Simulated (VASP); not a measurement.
# BN (F-43m) in VASP: single point with r2SCAN

Aim: the single point of BN with r2SCAN.

All numbers are computed with VASP 6.6.1; they aren't measurements. Logs are shortened: lines on timing, memory, paths and dates and some standing lists are left out, and cuts for length are marked.

### Step 1. The cell of the first run

It takes space group F-43m (No. 216, cubic). The conventional cell has a = 3.605 Å, b = 3.605 Å, c = 3.605 Å, α = 90.00°, β = 90.00°, γ = 90.00°. B (site symmetry -43m) has 4 N at 1.56 Å within 2.1 Å. Within 2.1 Å of N (site symmetry -43m) lie 4 B at 1.56 Å.

### Step 2. Single point, r2SCAN

File POSCAR:

```
BN
1.0
    0.0000000000      1.8025552940      1.8025552940
    1.8025552940      0.0000000000      1.8025552940
    1.8025552940      1.8025552940      0.0000000000
B N
1 1
Direct
    0.0000000000      0.0000000000      0.0000000000
    0.2500000000      0.2500000000      0.2500000000
```

File INCAR.step1:

```
PREC = Accurate
ENCUT = 1460
ISMEAR = 0
SIGMA = 0.02
LREAL = F
LASPH = T
NELM = 120
NBANDS = 11
GGA = PE
ALGO = Normal
EDIFF = 1E-5
LWAVE = T
LCHARG = F
GGA_COMPAT = F
```

File INCAR.step2:

```
PREC = Accurate
ENCUT = 1460
EDIFF = 1E-6
ISMEAR = 0
SIGMA = 0.02
LREAL = F
LASPH = T
NELM = 120
ALGO = Normal
ISIF = 2
LWAVE = F
LCHARG = T
METAGGA = R2SCAN
LMIXTAU = T
LELF = T
LVHAR = T
NBANDS = 11
ISTART = 1
GGA_COMPAT = F
```

File KPOINTS:

```
regular mesh
0
Gamma
  12 12 12
```

Potentials or basis: VASP PAW PBE potentials, release 64 (B_h, N_h).

Launch:

```sh
$ cat potpaw_PBE.64/B_h/POTCAR potpaw_PBE.64/N_h/POTCAR > POTCAR
$ cp INCAR.step1 INCAR
$ mpirun -np 1 vasp_std > vasp.out
$ cp INCAR.step2 INCAR
$ mpirun -np 1 vasp_std > vasp.out
```

OUTCAR:

```text
PREC = Accurate
   ENCUT = 1460
   EDIFF = 1E-6
   ISMEAR = 0
   LREAL = F
   LASPH = T
   NELM = 120
   ISIF = 2
   METAGGA = R2SCAN
   ISTART = 1

 ion  position               nearest neighbor table
   1  0.000  0.000  0.000-
   2  0.250  0.250  0.250-

  LATTYP: Found a face centered cubic cell.
 ALAT       =     3.6051105880

  Lattice vectors:

 A1 = (   0.0000000000,   1.8025552940,   1.8025552940)
 A2 = (   1.8025552940,   0.0000000000,   1.8025552940)
 A3 = (   1.8025552940,   1.8025552940,   0.0000000000)

Analysis of symmetry for initial positions (statically):
=====================================================================
 Subroutine PRICEL returns:
 Original cell was already a primitive cell.

 Routine SETGRP: Setting up the symmetry group for a
 face centered cubic supercell.

 Subroutine GETGRP returns: Found 24 space group operations
 (whereof 24 operations were pure point group operations)
 out of a pool of 48 trial point group operations.

The static configuration has the point symmetry T_d .

Analysis of symmetry for dynamics (positions and initial velocities):
=====================================================================
 Subroutine PRICEL returns:
 Original cell was already a primitive cell.

 Routine SETGRP: Setting up the symmetry group for a
 face centered cubic supercell.

 Subroutine GETGRP returns: Found 24 space group operations
 (whereof 24 operations were pure point group operations)
 out of a pool of 48 trial point group operations.

The dynamic configuration has the point symmetry T_d .

 Subroutine INISYM returns: Found 24 space group operations
 (whereof 24 operations are pure point group operations),
 and found     1 'primitive' translations

----------------------------------------------------------------------------------------

                                     Primitive cell

  volume of cell :      11.7137

  direct lattice vectors                    reciprocal lattice vectors
     0.000000000  1.802555294  1.802555294    -0.277384001  0.277384001  0.277384001
     1.802555294  0.000000000  1.802555294     0.277384001 -0.277384001  0.277384001
     1.802555294  1.802555294  0.000000000     0.277384001  0.277384001 -0.277384001

  length of vectors
     2.549198144  2.549198144  2.549198144     0.480443183  0.480443183  0.480443183

  position of ions in fractional coordinates (direct lattice)
[... 85 lines left out ...]
   ISIF   =      2    stress and relaxation
   ISYM   =      2    0-nonsym 1-usesym 2-fastsym
   POTIM  = 0.5000    time-step for ionic-motion
   TEBEG  =    0.0;   TEEND  =   0.0 temperature during run
   PSTRESS=    0.0 pullay stress
   NELECT =       8.0000    total number of electrons
   NUPDOWN=      -1.0000    fix difference up-down
   EMIN   =  10.00;   EMAX   =-10.00  energy-range for DOS
   EFERMI =   0.00;   METHOD = LEGACY
   ISMEAR =     0;   SIGMA  =   0.02  broadening in eV -4-tet -1-fermi 0-gaus
   EFERMI_NEDOS =   21; number of points for ismear=-14 and -15
   IALGO  =     38    algorithm
   IMIX   =      4    mixing-type and parameters
     AMIX     =   0.40;   BMIX     =  1.00
     AMIX_MAG =   1.60;   BMIX_MAG =  1.00
  volume/ion in A,a.u.               =       5.86        39.52
  Fermi-wavevector in a.u.,A,eV,Ry     =   1.441693  2.724405 28.279434  2.078480
  Thomas-Fermi vector in A             =   2.560297
   LORBIT       =      0    0 simple, 1 ext, 2 COOP (PROOUT), +10 PAW based schemes
   METAGGA = R2SCAN    functional components
   LHFCALC =     F    Hartree Fock is set to
   AEXX    =    0.0000 exact exchange contribution
   IVDW    =     0    specifies the selected vdW correction
   LEPSILON=     F    determine dielectric tensor
   LRPA    =     F    only Hartree local field effects (RPA)
 non-spin polarized calculation
 Gauss-broadening in eV      SIGMA  =   0.02
  energy-cutoff  :     1460.00
  volume of cell :       11.71
 maximum number of plane-waves:      1524
   NGX = 15   NGY = 15   NGZ = 15

 number of electron       8.0000000 magnetization

 Free energy of the ion-electron system (eV)
  ---------------------------------------------------
  ext. energy  EPLUGINS =         0.00000000
  ---------------------------------------------------
  free energy    TOTEN  =       -19.20382882 eV

  energy without entropy =      -19.20382882  energy(sigma->0) =      -19.20382882

 E-fermi :   9.2843     XC(G=0): -13.8003

 val. band max:        9.0382203548   @ k =   0.0000   0.0000   0.0000
 cond. band min:      14.0411378875   @ k =   0.5000   0.5000   0.0000
 fundamental gap:      5.0029175327
 Fermi energy:         9.2842601705

 k-point     1 :       0.0000    0.0000    0.0000
  band No.  band energies     occupation
      1     -12.3398      2.00000
      2       9.0382      2.00000
      3       9.0382      2.00000
      4       9.0382      2.00000
      5      18.6288      0.00000
      6      18.6288      0.00000
      7      18.6288      0.00000
      8      20.2434      0.00000
      9      35.3429      0.00000
     10      37.8424      0.00000
     11      37.8424      0.00000
[... 309 lines left out ...]
 k-point    24 :      -0.4167    0.1667    0.0000
  band No.  band energies     occupation
      1      -7.6264      2.00000
      2      -1.3921      2.00000
      3       4.7178      2.00000
      4       6.3576      2.00000
      5      19.1005      0.00000
      6      22.1614      0.00000
      7      22.2297      0.00000
      8      25.9764      0.00000
      9      31.5151      0.00000
     10      35.7106      0.00000
     11      37.4705      0.00000

 [... further k-points ...]

------------------------ aborting loop because EDIFF is reached ----------------------------------------

  FORCE on cell =-STRESS in cart. coord.  units (eV):
  Direction    XX          YY          ZZ          XY          YZ          ZX
  --------------------------------------------------------------------------------------
  -------------------------------------------------------------------------------------
  Total        0.0765066      0.0765066      0.0765066      0.0000000      0.0000000     -0.0000000
  in kB       10.4643901     10.4643901     10.4643901      0.0000000      0.0000000     -0.0000000
  external PRESSURE =      10.4643901 kB  Pullay stress =       0.0000000 kB

 VOLUME and BASIS-vectors are now :
 -----------------------------------------------------------------------------
  energy-cutoff  :     1460.00
  volume of cell :       11.71
      direct lattice vectors                 reciprocal lattice vectors
     0.000000000  1.802555294  1.802555294    -0.277384001  0.277384001  0.277384001
     1.802555294  0.000000000  1.802555294     0.277384001 -0.277384001  0.277384001
     1.802555294  1.802555294  0.000000000     0.277384001  0.277384001 -0.277384001

 POSITION                                       TOTAL-FORCE (eV/Angst)
 -----------------------------------------------------------------------------------
      0.00000      0.00000      0.00000        -0.000000     -0.000000      0.000000
      0.90128      0.90128      0.90128         0.000000      0.000000     -0.000000
 -----------------------------------------------------------------------------------
    total drift:                               -0.000000     -0.000000     -0.000000

  FREE ENERGIE OF THE ION-ELECTRON SYSTEM (eV)
  ---------------------------------------------------
  free  energy   TOTEN  =       -19.2038288224 eV

  energy  without entropy=      -19.2038288224  energy(sigma->0) =      -19.20382882
```

OSZICAR.step1:

```text
N       E                     dE             d eps       ncg     rms          rms(c)
DAV:   1     0.304331629123E+02    0.30433E+02   -0.83466E+03  1584   0.160E+03
DAV:   2    -0.164608353751E+02   -0.46894E+02   -0.44388E+02  2071   0.221E+02
DAV:   3    -0.184097909794E+02   -0.19490E+01   -0.19429E+01  1935   0.391E+01
DAV:   4    -0.184162525490E+02   -0.64616E-02   -0.64611E-02  1745   0.261E+00
DAV:   5    -0.184162772372E+02   -0.24688E-04   -0.24688E-04  1827   0.166E-01    0.604E+00
DAV:   6    -0.175458041606E+02    0.87047E+00   -0.29121E+00  1620   0.957E+00    0.235E+00
DAV:   7    -0.174803571367E+02    0.65447E-01   -0.12966E-01  1795   0.296E+00    0.122E+00
DAV:   8    -0.174675966205E+02    0.12761E-01   -0.38498E-02  1792   0.140E+00    0.145E-01
DAV:   9    -0.174678840646E+02   -0.28744E-03   -0.23228E-03  1691   0.329E-01    0.706E-02
DAV:  10    -0.174679349102E+02   -0.50846E-04   -0.22555E-04  1805   0.129E-01    0.125E-02
DAV:  11    -0.174679410156E+02   -0.61054E-05   -0.20629E-05  1754   0.412E-02
   1 F= -.17467941E+02 E0= -.17467941E+02  d E =-.727758E-14
```

It took 65 s on 1 thread of Intel Xeon Platinum 8375C at 2.90GHz (Ice Lake), shared host; peak memory 0.2 GiB.

Results:

| Property | Result |
| --- | --- |
| Free energy | -19.2038 eV |
| Pressure | 1.0 GPa |
| Band gap on the k mesh | 5.00 eV (least direct gap 9.59 eV) |

Caveat: the PAW data sets were made with another functional, which shifts forces and pressure a little. A k mesh can miss the band edges.
